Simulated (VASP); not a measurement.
# Mg5Zn2Cl14 in VASP: single point with PBE

Aim: the single point of Mg5Zn2Cl14 with PBE.

Everything below comes from runs of VASP 6.6.1. Logs are shortened: lines on timing, memory, paths and dates and some standing lists are left out, and cuts for length are marked.

### Step 1. The cell of the first run

The cell holds a disordered packing, 21 atoms: a = 8.305 Å, b = 8.202 Å, c = 8.228 Å, α = 92.07°, β = 93.84°, γ = 93.03°.

### Step 2. Single point, PBE

Contents of INCAR:

```
PREC = Accurate
ENCUT = 520
EDIFF = 1E-6
ISMEAR = -1
SIGMA = 0.1379
LREAL = Auto
LASPH = True
NELM = 100
ALGO = Normal
ISIF = 2
LWAVE = False
LCHARG = True
GGA = PE
LELF = True
LVHAR = True
NBANDS = 82
```

Contents of KPOINTS:

```
regular mesh
0
Gamma
  3 3 3
```

Contents of POSCAR:

```
Mg5Zn2Cl14
1.0
    8.2974160000     -0.2208390000     -0.2790260000
   -0.2208390000      8.1977830000     -0.1524450000
   -0.2790260000     -0.1524450000      8.2216760000
Zn Cl Mg
2 14 5
Direct
    0.4039223025      0.2150239511      0.6925557540
    0.5917131635      0.1565486484      0.1327915336
    0.0826058745      0.2881543880      0.1276152138
    0.5084308325      0.3013009847      0.9348875631
    0.8589705841      0.2710241460      0.8186526688
    0.6477113919      0.2274812217      0.3708475163
    0.7272749341      0.5181657030      0.2030019738
    0.1267684333      0.6720553791      0.3609250627
    0.1086132917      0.8103257854      0.9532152071
    0.8564073625      0.9638125785      0.1992387646
    0.5896270884      0.6363580126      0.5034911830
    0.4118237765      0.9252250191      0.2115448808
    0.2773699021      0.0945393190      0.4833251057
    0.5321072684      0.8627478317      0.8566450866
    0.9337922013      0.9377901046      0.6306482842
    0.1845915961      0.4431245944      0.7088869625
    0.6379066863      0.7795608182      0.1151043597
    0.3259268622      0.6520283342      0.5871778138
    0.0490415038      0.0737115765      0.8880298525
    0.0103153653      0.5931191814      0.1297255245
    0.6729748313      0.9832284395      0.4842828899
```

Potentials or basis: VASP PAW PBE potentials, release 64 (Zn, Cl, Mg).

Launch:

```
$ cat potpaw_PBE.64/Zn/POTCAR potpaw_PBE.64/Cl/POTCAR potpaw_PBE.64/Mg/POTCAR > POTCAR
$ mpirun -np 1 vasp_std > vasp.out
```

OUTCAR:

```text
PREC = Accurate
   ENCUT = 520
   EDIFF = 1E-6
   ISMEAR = -1
   LREAL = Auto
   LASPH = True
   NELM = 100
   ISIF = 2
   GGA = PE

 ion  position               nearest neighbor table
   1  0.404  0.215  0.693-  13 2.14   4 2.20  16 2.69
   2  0.592  0.157  0.133-   6 2.04   4 2.15  12 2.48  10 2.81  17 3.14  21 3.31
   3  0.083  0.288  0.128-  19 2.58  20 2.60
   4  0.508  0.301  0.935-   2 2.15   1 2.20
   5  0.859  0.271  0.819-  19 2.38
   6  0.648  0.227  0.371-   2 2.04  21 2.25
   7  0.727  0.518  0.203-  17 2.42  20 2.52
   8  0.127  0.672  0.361-  20 2.14  18 2.42
   9  0.109  0.810  0.953-  19 2.32  20 2.48
  10  0.856  0.964  0.199-  17 2.35   2 2.81  21 2.89
  11  0.590  0.636  0.503-  18 2.35  21 2.90
  12  0.412  0.925  0.212-  17 2.44   2 2.48  21 3.02
  13  0.277  0.095  0.483-   1 2.14
  14  0.532  0.863  0.857-  17 2.38  18 3.12
  15  0.934  0.938  0.631-  21 2.46  19 2.47
  16  0.185  0.443  0.709-  18 2.32   1 2.69
  17  0.638  0.780  0.115-  10 2.35  14 2.38   7 2.42  12 2.44   2 3.14  21 3.40  20 3.52
  18  0.326  0.652  0.587-  16 2.32  11 2.35   8 2.42  14 3.12
  19  0.049  0.074  0.888-   9 2.32   5 2.38  15 2.47   3 2.58
  20  0.010  0.593  0.130-   8 2.14   9 2.48   7 2.52   3 2.60  17 3.52
  21  0.673  0.983  0.484-   6 2.25  15 2.46  10 2.89  11 2.90  12 3.02   2 3.31  17 3.40

  LATTYP: Found a triclinic cell.
 ALAT       =     8.2021738251
 B/A-ratio  =     1.4418197001
 C/A-ratio  =     1.6479894398
 COS(alpha) =     0.0034653352
 COS(beta)  =     0.5523063169
 COS(gamma) =     0.7187376927

  Lattice vectors:

 A1 = (   0.2208390000,  -8.1977830000,   0.1524450000)
 A2 = (  -0.0581870000,  -8.3502280000,   8.3741210000)
 A3 = (  -7.7975510000,  -7.8244990000,  -7.7902050000)

Analysis of symmetry for initial positions (statically):
=====================================================================
 Subroutine PRICEL returns:
 Original cell was already a primitive cell.

 Routine SETGRP: Setting up the symmetry group for a
 triclinic supercell.

 Subroutine GETGRP returns: Found  1 space group operations
 (whereof  1 operations were pure point group operations)
 out of a pool of  2 trial point group operations.

The static configuration has the point symmetry C_1 .

Analysis of symmetry for dynamics (positions and initial velocities):
[... 133 lines left out ...]
   LNONCOLLINEAR =      F non collinear calculations
   LSORBIT =      F    spin-orbit coupling
   LASPH  =      T    aspherical Exc in radial PAW
   ENCUT  =  520.0 eV  38.22 Ry    6.18 a.u.  15.44 15.25 15.30*2*pi/ulx,y,z
   NELM   =    100;   NELMIN=  2; NELMDL= -5     # of ELM steps
   EDIFF  = 0.1E-05   stopping-criterion for ELM
   LREAL  =      T    real-space projection
   EDIFFG = 0.1E-04   stopping-criterion for IOM
   NSW    =      0    number of steps for IOM
   IBRION =     -1    ionic relax: 0-MD 1-quasi-New 2-CG
   NFREE  =      0    steps in history (QN), initial steepest desc. (CG)
   ISIF   =      2    stress and relaxation
   ISYM   =      2    0-nonsym 1-usesym 2-fastsym
   POTIM  = 0.5000    time-step for ionic-motion
   TEBEG  =    0.0;   TEEND  =   0.0 temperature during run
   PSTRESS=    0.0 pullay stress
   NELECT =     132.0000    total number of electrons
   NUPDOWN=      -1.0000    fix difference up-down
   EMIN   =  10.00;   EMAX   =-10.00  energy-range for DOS
   EFERMI =   0.00;   METHOD = LEGACY
   ISMEAR =    -1;   SIGMA  =   0.14  broadening in eV -4-tet -1-fermi 0-gaus
   EFERMI_NEDOS =   21; number of points for ismear=-14 and -15
   IALGO  =     38    algorithm
   IMIX   =      4    mixing-type and parameters
     AMIX     =   0.40;   BMIX     =  1.00
     AMIX_MAG =   1.60;   BMIX_MAG =  1.00
  volume/ion in A,a.u.               =      26.57       179.31
  Fermi-wavevector in a.u.,A,eV,Ry     =   1.012489  1.913327 13.947801  1.025134
  Thomas-Fermi vector in A             =   2.145602
   LORBIT       =      0    0 simple, 1 ext, 2 COOP (PROOUT), +10 PAW based schemes
   GGA     = PE    functional components
[... 5 lines left out ...]
 non-spin polarized calculation
  energy-cutoff  :      520.00
  volume of cell :      557.99
 maximum number of plane-waves:     15043
 NGX is ok and might be reduce to    64
   NGX = 31   NGY = 31   NGZ = 31

 number of electron     131.9999999 magnetization

 Free energy of the ion-electron system (eV)
  ---------------------------------------------------
  ext. energy  EPLUGINS =         0.00000000
  ---------------------------------------------------
  free energy    TOTEN  =       -60.90023424 eV

  energy without entropy =      -60.89519900  energy(sigma->0) =      -60.89771662

 E-fermi :   1.5019     XC(G=0):  -7.7911

 val. band max:        0.5898237318   @ k =   0.0000   0.0000   0.0000
 cond. band min:       2.1067134302   @ k =   0.0000   0.0000   0.0000
 fundamental gap:      1.5168896984
 Fermi energy:         1.5019364254

 k-point     1 :       0.0000    0.0000    0.0000
  band No.  band energies     occupation
      1     -15.7326      2.00000
      2     -15.4312      2.00000
      3     -14.4634      2.00000
      4     -14.2479      2.00000
      5     -14.0428      2.00000
      6     -14.0223      2.00000
[... 1123 lines left out ...]
     77       6.2493      0.00000
     78       6.4299      0.00000
 [bands above 78 left out]

------------------------ aborting loop because EDIFF is reached ----------------------------------------

  FORCE on cell =-STRESS in cart. coord.  units (eV):
  Direction    XX          YY          ZZ          XY          YZ          ZX
  --------------------------------------------------------------------------------------
  -------------------------------------------------------------------------------------
  Total        1.1134214      2.3414741     15.2345050      0.0142289      5.3264414     -2.1344283
  in kB        3.1970024      6.7231491     43.7433200      0.0408558     15.2939809     -6.1286522
  external PRESSURE =      17.8878238 kB  Pullay stress =       0.0000000 kB

 VOLUME and BASIS-vectors are now :
 -----------------------------------------------------------------------------
  energy-cutoff  :      520.00
  volume of cell :      557.99
      direct lattice vectors                 reciprocal lattice vectors
     8.297416000 -0.220839000 -0.279026000     0.120747964  0.003330166  0.004159674
    -0.220839000  8.197783000 -0.152445000     0.003330166  0.122118119  0.002377313
    -0.279026000 -0.152445000  8.221676000     0.004159674  0.002377313  0.121814952

 POSITION                                       TOTAL-FORCE (eV/Angst)
 -----------------------------------------------------------------------------------
      3.11078      1.56794      5.54848        -0.783532      0.532302     -0.037429
      4.83807      1.13244      0.90280        -0.307471     -1.632002     -1.638600
      0.58617      2.32453      0.98223         0.771320      0.314716      0.081270
      3.89127      2.21520      7.49855        -0.684020      0.600658     -0.616422
      6.83896      1.90730      6.44971        -0.525737     -0.131268     -0.396742
      5.22062      1.66527      2.83358         0.452796      1.506783      2.985522
[... 13 lines left out ...]
     -0.08159      4.84021      0.97326        -0.602957     -1.427738     -1.538992
      5.23169      7.83785      3.64395         0.987169     -1.530189      0.574866
 -----------------------------------------------------------------------------------
    total drift:                               -0.001866      0.000056     -0.002840

  FREE ENERGIE OF THE ION-ELECTRON SYSTEM (eV)
  ---------------------------------------------------
  free  energy   TOTEN  =       -60.9002342382 eV

  energy  without entropy=      -60.8951990026  energy(sigma->0) =      -60.89771662
```

Wall time 30 min (1 thread of Intel Xeon 8259CL, shared host); peak memory 0.81 GiB.

What came out:

| Item | Value |
| --- | --- |
| Free energy | -60.9002 eV |
| Pressure | 1.8 GPa |
| Largest force | 3.375 eV/Å |
| Band gap on the k mesh | 1.52 eV |

Forces in eV/Å, atoms in the order of the input:
```
Zn  -0.784  0.532 -0.037
Zn  -0.307 -1.632 -1.639
Cl   0.771  0.315  0.081
Cl  -0.684  0.601 -0.616
Cl  -0.526 -0.131 -0.397
Cl   0.453  1.507  2.986
Cl   0.835  1.414 -1.502
Cl   0.978  0.582  1.832
Cl   0.177 -0.835  0.128
Cl  -0.887 -0.289  0.032
Cl  -0.695  1.034  0.521
Cl   1.291 -0.298 -0.203
Cl   0.381  0.055  1.171
Cl   0.031 -0.081 -0.737
Cl  -0.637 -0.197 -0.537
Cl   0.993 -0.061 -0.033
Mg  -0.382 -0.489 -0.151
Mg  -0.016 -0.078 -0.118
Mg  -1.375  1.011  0.186
Mg  -0.603 -1.428 -1.539
Mg   0.987 -1.530  0.575
```

Levels at points of the mesh, in eV from the valence-band top:
```csv
k point,band 62,band 63,band 64,band 65,band 66,band 67,band 68,band 69,band 70,band 71
"(0.00, 0.00, 0.00)",-1.10,-0.97,-0.73,-0.44,0.00,1.52,2.85,3.05,3.30,4.17
```

Caveat: the atoms stand as in a frame of molecular dynamics.
